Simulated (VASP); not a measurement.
# HgTe (F-43m) in VASP: further runs

Aim: see how the results for HgTe move with the level of theory and the settings. Levels: PBE, r2SCAN, HSE06. Tasks: single point.

All numbers are computed with VASP 6.6.1; they aren't measurements. Logs are shortened: lines on timing, memory, paths and dates and some standing lists are left out, and cuts for length are marked.

## 1. The cell of the first run

Symmetry: F-43m, No. 216, cubic system. Conventional cell: a = 6.578 Å, b = 6.578 Å, c = 6.578 Å, α = 90.00°, β = 90.00°, γ = 90.00°. Within 3.8 Å of Hg (site symmetry -43m) lie 4 Te at 2.85 Å. Te (site symmetry -43m) has 4 Hg at 2.85 Å within 3.8 Å.

## 2. Single point, PBE

INCAR reads:

```
SYSTEM = HgTe
PREC = Accurate
ENCUT = 520
EDIFF = 1E-6
ISMEAR = -1
SIGMA = 0.02
LREAL = .False.
LASPH = .True.
NELM = 60
ALGO = Normal
ISIF = 2
LWAVE = .False.
LCHARG = .False.
GGA = PE
NBANDS = 16
```

KPOINTS reads:

```
Automatic mesh
0
Gamma
  6 6 6
  0 0 0
```

POSCAR reads:

```
HgTe
1.0
    0.0000000000      3.2891578869      3.2891578869
    3.2891578869      0.0000000000      3.2891578869
    3.2891578869      3.2891578869      0.0000000000
Hg Te
1 1
Direct
    0.0000000000      0.0000000000      0.0000000000
    0.2500000000      0.2500000000      0.2500000000
```

Potentials or basis: VASP PAW PBE potentials, release 64 (Hg, Te).

Launch:

```bash
cat potpaw_PBE.64/Hg/POTCAR potpaw_PBE.64/Te/POTCAR > POTCAR
mpirun -np 1 vasp_std > vasp.out
```

OUTCAR:

```text
SYSTEM = HgTe
   PREC = Accurate
   ENCUT = 520
   EDIFF = 1E-6
   ISMEAR = -1
   LREAL = .False.
   LASPH = .True.
   NELM = 60
   ISIF = 2
   GGA = PE

 ion  position               nearest neighbor table
   1  0.000  0.000  0.000-   2 2.85   2 2.85   2 2.85   2 2.85
   2  0.250  0.250  0.250-   1 2.85   1 2.85   1 2.85   1 2.85

  LATTYP: Found a face centered cubic cell.
 ALAT       =     6.5783157738

  Lattice vectors:

 A1 = (   0.0000000000,   3.2891578869,   3.2891578869)
 A2 = (   3.2891578869,   0.0000000000,   3.2891578869)
 A3 = (   3.2891578869,   3.2891578869,   0.0000000000)

Analysis of symmetry for initial positions (statically):
=====================================================================
 Subroutine PRICEL returns:
 Original cell was already a primitive cell.

 Routine SETGRP: Setting up the symmetry group for a
 face centered cubic supercell.

 Subroutine GETGRP returns: Found 24 space group operations
 (whereof 24 operations were pure point group operations)
 out of a pool of 48 trial point group operations.

The static configuration has the point symmetry T_d .

Analysis of symmetry for dynamics (positions and initial velocities):
=====================================================================
 Subroutine PRICEL returns:
 Original cell was already a primitive cell.

 Routine SETGRP: Setting up the symmetry group for a
 face centered cubic supercell.

 Subroutine GETGRP returns: Found 24 space group operations
 (whereof 24 operations were pure point group operations)
 out of a pool of 48 trial point group operations.

The dynamic configuration has the point symmetry T_d .

 Subroutine INISYM returns: Found 24 space group operations
 (whereof 24 operations are pure point group operations),
 and found     1 'primitive' translations

----------------------------------------------------------------------------------------

                                     Primitive cell

  volume of cell :      71.1679

  direct lattice vectors                    reciprocal lattice vectors
     0.000000000  3.289157887  3.289157887    -0.152014594  0.152014594  0.152014594
     3.289157887  0.000000000  3.289157887     0.152014594 -0.152014594  0.152014594
     3.289157887  3.289157887  0.000000000     0.152014594  0.152014594 -0.152014594
[... 70 lines left out ...]
   LNONCOLLINEAR =      F non collinear calculations
   LSORBIT =      F    spin-orbit coupling
   LASPH  =      T    aspherical Exc in radial PAW
   ENCUT  =  520.0 eV  38.22 Ry    6.18 a.u.   8.65  8.65  8.65*2*pi/ulx,y,z
   NELM   =     60;   NELMIN=  2; NELMDL= -5     # of ELM steps
   EDIFF  = 0.1E-05   stopping-criterion for ELM
   LREAL  =      F    real-space projection
   EDIFFG = 0.1E-04   stopping-criterion for IOM
   NSW    =      0    number of steps for IOM
   IBRION =     -1    ionic relax: 0-MD 1-quasi-New 2-CG
   NFREE  =      0    steps in history (QN), initial steepest desc. (CG)
   ISIF   =      2    stress and relaxation
   ISYM   =      2    0-nonsym 1-usesym 2-fastsym
   POTIM  = 0.5000    time-step for ionic-motion
   TEBEG  =    0.0;   TEEND  =   0.0 temperature during run
   PSTRESS=    0.0 pullay stress
   NELECT =      18.0000    total number of electrons
   NUPDOWN=      -1.0000    fix difference up-down
   EMIN   =  10.00;   EMAX   =-10.00  energy-range for DOS
   EFERMI =   0.00;   METHOD = LEGACY
   ISMEAR =    -1;   SIGMA  =   0.02  broadening in eV -4-tet -1-fermi 0-gaus
   EFERMI_NEDOS =   21; number of points for ismear=-14 and -15
   IALGO  =     38    algorithm
   IMIX   =      4    mixing-type and parameters
     AMIX     =   0.40;   BMIX     =  1.00
     AMIX_MAG =   1.60;   BMIX_MAG =  1.00
  volume/ion in A,a.u.               =      35.58       240.13
  Fermi-wavevector in a.u.,A,eV,Ry     =   1.035311  1.956455 14.583669  1.071869
  Thomas-Fermi vector in A             =   2.169648
   LORBIT       =      0    0 simple, 1 ext, 2 COOP (PROOUT), +10 PAW based schemes
   GGA     = PE    functional components
   LHFCALC =     F    Hartree Fock is set to
   AEXX    =    0.0000 exact exchange contribution
   IVDW    =     0    specifies the selected vdW correction
   LEPSILON=     F    determine dielectric tensor
   LRPA    =     F    only Hartree local field effects (RPA)
 non-spin polarized calculation
  energy-cutoff  :      520.00
  volume of cell :       71.17
 maximum number of plane-waves:      1936
 NGX is ok and might be reduce to    36
   NGX = 17   NGY = 17   NGZ = 17

 number of electron      18.0000001 magnetization

 Free energy of the ion-electron system (eV)
  ---------------------------------------------------
  ext. energy  EPLUGINS =         0.00000000
  ---------------------------------------------------
  free energy    TOTEN  =        -3.63064192 eV

  energy without entropy =       -3.63028824  energy(sigma->0) =       -3.63046508

 E-fermi :   2.5739     XC(G=0):  -8.5023

 val. band max:        2.5600382175   @ k =   0.0000   0.0000   0.0000
 cond. band min:       3.2614443912   @ k =   0.5000   0.0000   0.0000
 fundamental gap:      0.7014061737
 Fermi energy:         2.5739017487

 k-point     1 :       0.0000    0.0000    0.0000
  band No.  band energies     occupation
      1      -9.0624      2.00000
      2      -4.5042      2.00000
      3      -4.5042      2.00000
      4      -4.5042      2.00000
      5      -4.0367      2.00000
      6      -4.0367      2.00000
[... 281 lines left out ...]
      3      -4.2541      2.00000
      4      -4.1380      2.00000
      5      -4.0198      2.00000
      6      -3.5348      2.00000
[... 8 lines left out ...]
     15      13.2890      0.00000
     16      13.5437      0.00000

------------------------ aborting loop because EDIFF is reached ----------------------------------------

  FORCE on cell =-STRESS in cart. coord.  units (eV):
  Direction    XX          YY          ZZ          XY          YZ          ZX
  --------------------------------------------------------------------------------------
  -------------------------------------------------------------------------------------
  Total        0.5918027      0.5918027      0.5918027      0.0000000     -0.0000000     -0.0000000
  in kB       13.3230404     13.3230404     13.3230404      0.0000000     -0.0000000     -0.0000000
  external PRESSURE =      13.3230404 kB  Pullay stress =       0.0000000 kB

 VOLUME and BASIS-vectors are now :
 -----------------------------------------------------------------------------
  energy-cutoff  :      520.00
  volume of cell :       71.17
      direct lattice vectors                 reciprocal lattice vectors
     0.000000000  3.289157887  3.289157887    -0.152014594  0.152014594  0.152014594
     3.289157887  0.000000000  3.289157887     0.152014594 -0.152014594  0.152014594
     3.289157887  3.289157887  0.000000000     0.152014594  0.152014594 -0.152014594

 POSITION                                       TOTAL-FORCE (eV/Angst)
 -----------------------------------------------------------------------------------
      0.00000      0.00000      0.00000         0.000000      0.000000      0.000000
      1.64458      1.64458      1.64458        -0.000000     -0.000000     -0.000000
 -----------------------------------------------------------------------------------
    total drift:                               -0.000000     -0.000000     -0.000000

  FREE ENERGIE OF THE ION-ELECTRON SYSTEM (eV)
  ---------------------------------------------------
  free  energy   TOTEN  =        -3.6306419160 eV

  energy  without entropy=       -3.6302882448  energy(sigma->0) =       -3.63046508
```

OSZICAR:

```text
N       E                     dE             d eps       ncg     rms          rms(c)
DAV:   1     0.105072291627E+03    0.10507E+03   -0.78531E+03   512   0.960E+02
DAV:   2    -0.303794848519E-01   -0.10510E+03   -0.97611E+02   600   0.225E+02
DAV:   3    -0.380033859551E+01   -0.37700E+01   -0.37602E+01   608   0.442E+01
DAV:   4    -0.383707069061E+01   -0.36732E-01   -0.36730E-01   776   0.395E+00
DAV:   5    -0.383716451903E+01   -0.93828E-04   -0.93828E-04   648   0.190E-01    0.682E+00
DAV:   6    -0.363767698221E+01    0.19949E+00   -0.39170E-01   608   0.816E+00    0.547E+00
DAV:   7    -0.363108367479E+01    0.65933E-02   -0.91552E-02   568   0.203E+00    0.211E+00
DAV:   8    -0.363057076186E+01    0.51291E-03   -0.94479E-03   592   0.109E+00    0.478E-01
DAV:   9    -0.363059803950E+01   -0.27278E-04   -0.72706E-04   656   0.306E-01    0.105E-01
DAV:  10    -0.363062842153E+01   -0.30382E-04   -0.89711E-05   608   0.828E-02    0.463E-02
DAV:  11    -0.363064321795E+01   -0.14796E-04   -0.29515E-05   608   0.383E-02    0.268E-02
DAV:  12    -0.363064197437E+01    0.12436E-05   -0.33470E-06   584   0.129E-02    0.165E-02
DAV:  13    -0.363064191599E+01    0.58385E-07   -0.37854E-07   448   0.317E-03
   1 F= -.36306419E+01 E0= -.36304651E+01  d E =-.353671E-03
```

stdout:

```text
POSCAR found type information on POSCAR HgTe
 POSCAR found :  2 types and       2 ions
 scaLAPACK will be used
 LDA part: xc-table for (Slater+PW92), standard interpolation
 POSCAR, INCAR and KPOINTS ok, starting setup
 FFT: planning ... GRIDC
 FFT: planning ... GRID_SOFT
 FFT: planning ... GRID
 WAVECAR not read
 entering main loop
```

Wall time 17 s (1 thread of Intel Xeon Platinum 8488C (Sapphire Rapids), shared host); peak memory 0.21 GiB.

Results:

| Item | Value |
| --- | --- |
| Free energy | -3.6306 eV |
| Pressure | 1.3 GPa |
| Band gap on the k mesh | zero (filled and empty bands touch) |

Caveat: spin-orbit coupling is left out, which moves the levels of the heavy elements.

## 3. Single point, r2SCAN

POSCAR is that of step 2.

INCAR.step1 reads:

```
SYSTEM = HgTe
PREC = Accurate
ENCUT = 520
ISMEAR = -1
SIGMA = 0.02
LREAL = .FALSE.
LASPH = .TRUE.
NELM = 100
NBANDS = 16
GGA = PE
ALGO = Normal
EDIFF = 1E-4
LWAVE = .TRUE.
LCHARG = .FALSE.
```

INCAR.step2 reads:

```
SYSTEM = HgTe
PREC = Accurate
ENCUT = 520
EDIFF = 1E-6
ISMEAR = -1
SIGMA = 0.02
LREAL = .FALSE.
LASPH = .TRUE.
NELM = 100
ALGO = Normal
ISIF = 2
LWAVE = .FALSE.
LCHARG = .FALSE.
METAGGA = R2SCAN
LMIXTAU = .TRUE.
NBANDS = 16
ISTART = 1
```

KPOINTS reads:

```
regular mesh
0
G
  6 6 6
  0 0 0
```

Potentials or basis: VASP PAW PBE potentials, release 64 (Hg, Te).

Launch:

```bash
cat potpaw_PBE.64/Hg/POTCAR potpaw_PBE.64/Te/POTCAR > POTCAR
cp INCAR.step1 INCAR
mpirun -np 1 vasp_std > vasp.out
cp INCAR.step2 INCAR
mpirun -np 1 vasp_std > vasp.out
```

Wall time 73 s (1 thread of Intel Xeon Platinum 8488C (Sapphire Rapids), shared host); peak memory 0.22 GiB.

Results (log left out):

| Property | Result |
| --- | --- |
| Free energy | -75.1541 eV |
| Pressure | 0.0 GPa |
| Band gap on the k mesh | zero (filled and empty bands touch) |

Levels at points of the mesh, in eV from the Fermi level:
```tsv
k point	band 6	band 7	band 8	band 9	band 10	band 11	band 12	band 13
(0.00, 0.00, 0.00)	-6.85	-0.57	-0.01	-0.01	-0.01	4.65	4.65	4.65
(0.50, 0.00, 0.00)	-6.56	-5.31	-0.93	-0.93	0.93	5.41	5.41	7.13
(0.50, 0.50, 0.00)	-6.42	-5.31	-2.14	-2.14	2.08	2.85	8.49	9.21
```

Caveat: the PAW data sets were made with another functional, which shifts forces and pressure a little; spin-orbit coupling is left out, which moves the levels of the heavy elements.

## 4. Single point, HSE06

POSCAR is that of step 3.

INCAR.step1 reads:

```
SYSTEM = HgTe
  PREC = Accurate
  ENCUT = 520
  EDIFF = 1E-5
  ISMEAR = -1
  SIGMA = 0.02
  LREAL = .False.
  LASPH = .True.
  NELM = 100
  ALGO = Normal
  ISIF = 2
  LWAVE = .True.
  LCHARG = .False.
  GGA = PE
  NBANDS = 16
```

INCAR.step2 reads:

```
SYSTEM = HgTe
  PREC = Accurate
  ENCUT = 520
  EDIFF = 1E-7
  ISMEAR = -1
  SIGMA = 0.02
  LREAL = .False.
  LASPH = .True.
  NELM = 100
  ALGO = Normal
  ISIF = 2
  LWAVE = .False.
  LCHARG = .False.
  GGA = PE
  LHFCALC = .True.
  HFSCREEN = 0.2079
  PRECFOCK = Normal
  ISTART = 1
  NBANDS = 16
```

KPOINTS reads:

```
regular mesh
0
Gamma
  4 4 4
  0 0 0
```

Potentials or basis: VASP PAW PBE potentials, release 64 (Hg, Te).

Launch:

```bash
cat potpaw_PBE.64/Hg/POTCAR potpaw_PBE.64/Te/POTCAR > POTCAR
cp INCAR.step1 INCAR
mpirun -np 1 vasp_std > vasp.out
cp INCAR.step2 INCAR
mpirun -np 1 vasp_std > vasp.out
```

OUTCAR:

```text
SYSTEM = HgTe
   PREC = Accurate
   ENCUT = 520
   EDIFF = 1E-7
   ISMEAR = -1
   LREAL = .False.
   LASPH = .True.
   NELM = 100
   ISIF = 2
   GGA = PE
   LHFCALC = .True.
   HFSCREEN = 0.2079
   PRECFOCK = Normal
   ISTART = 1

 ion  position               nearest neighbor table
   1  0.000  0.000  0.000-   2 2.85   2 2.85   2 2.85   2 2.85
   2  0.250  0.250  0.250-   1 2.85   1 2.85   1 2.85   1 2.85

  LATTYP: Found a face centered cubic cell.
 ALAT       =     6.5783157738

  Lattice vectors:
[... 328 lines left out ...]

------------------------ aborting loop because EDIFF is reached ----------------------------------------

  FORCE on cell =-STRESS in cart. coord.  units (eV):
  Direction    XX          YY          ZZ          XY          YZ          ZX
  --------------------------------------------------------------------------------------
  -------------------------------------------------------------------------------------
  Total        0.0426122      0.0426122      0.0426122      0.0000000      0.0000000     -0.0000000
  in kB        0.9593140      0.9593140      0.9593140      0.0000000      0.0000000     -0.0000000
  external PRESSURE =       0.9593140 kB  Pullay stress =       0.0000000 kB

 VOLUME and BASIS-vectors are now :
 -----------------------------------------------------------------------------
  energy-cutoff  :      520.00
  volume of cell :       71.17
      direct lattice vectors                 reciprocal lattice vectors
     0.000000000  3.289157887  3.289157887    -0.152014594  0.152014594  0.152014594
     3.289157887  0.000000000  3.289157887     0.152014594 -0.152014594  0.152014594
     3.289157887  3.289157887  0.000000000     0.152014594  0.152014594 -0.152014594

 POSITION                                       TOTAL-FORCE (eV/Angst)
 -----------------------------------------------------------------------------------
      0.00000      0.00000      0.00000         0.000000     -0.000000      0.000000
      1.64458      1.64458      1.64458        -0.000000      0.000000     -0.000000
 -----------------------------------------------------------------------------------
    total drift:                               -0.000001     -0.000002     -0.000001

  FREE ENERGIE OF THE ION-ELECTRON SYSTEM (eV)
  ---------------------------------------------------
  free  energy   TOTEN  =        -4.6684897473 eV

  energy  without entropy=       -4.6672962734  energy(sigma->0) =       -4.66789301
```

Wall time 18 min (1 thread of Intel Xeon Platinum 8488C (Sapphire Rapids), shared host); peak memory 0.32 GiB.

Results:

```
Free energy            : -4.6685 eV
Pressure               : 0.1 GPa
Band gap on the k mesh : zero (filled and empty bands touch)
```

Caveat: the k points lie up to 0.41 Å⁻¹ apart; the PAW data sets were made with another functional, which shifts forces and pressure a little; spin-orbit coupling is left out, which moves the levels of the heavy elements.

## 5. The runs side by side

| level | k mesh | grid for exact exchange (PRECFOCK) | screening parameter | gap on the mesh (eV) | pressure (GPa) |
| --- | --- | --- | --- | --- | --- |
| PBE | 6 × 6 × 6 | - | - | none | 1.3 |
| r2SCAN | 6 × 6 × 6 | - | - | none | 0.0 |
| HSE06 | 4 × 4 × 4 | Normal | 0.2079 1/Å | none | 0.1 |

Alike in all rows: task single point; potentials or basis VASP PAW PBE potentials, release 64 (Hg, Te); no spin polarisation; cell as given; cutoff (eV) 520; smearing fermi-dirac 0.02 eV.

Caveats: some runs use coarse meshes; spin-orbit coupling is left out, which moves the levels of the heavy elements; the PAW data sets were made with another functional, which shifts forces and pressure a little (some runs).

Absolute energies hang on the potentials; compare differences alone.
